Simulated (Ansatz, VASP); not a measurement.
**Two plane-wave programs on H**

```
H
1.0
    -1.74550    1.74550    2.58096
     1.74550   -1.74550    2.58096
     1.74550    1.74550   -2.58096
H
2
Direct
  0.91789 0.91789 0.00000
  0.08211 0.08211 0.00000
```

Alike in both runs: task single point; functional PBE; k mesh 10 × 10 × 10; occupations gaussian, width 0.05 eV; no spin polarisation.

|  | VASP | Ansatz |
| --- | --- | --- |
| version | VASP 6.6.1 | Ansatz 0.2.0 |
| potentials or method | VASP PAW PBE potentials, release 64 (H), cutoff 520 eV | scalar-relativistic, plane waves, PAW |
| valence electrons in the cell | 2 | 2 |

VASP gave:

```
gap on the k mesh at the Fermi level (eV)                     : 8.21
least direct gap on the mesh (eV)                             : 8.21
pressure (GPa)                                                : -3.7
traceless stress, the component that is largest in VASP (GPa) : -7.21
rms of the force components (eV/Å)                            : 1.433
```

Problem. What did Ansatz give for the same quantities?

Solution. gap on the k mesh at the Fermi level (eV): 8.21; least direct gap on the mesh (eV): 8.21; pressure (GPa): -3.5; traceless stress, the component that is largest in VASP (GPa): -7.23; rms of the force components (eV/Å): 1.435.

Atom by atom the forces differ by 0.002 eV/Å (rms over components).
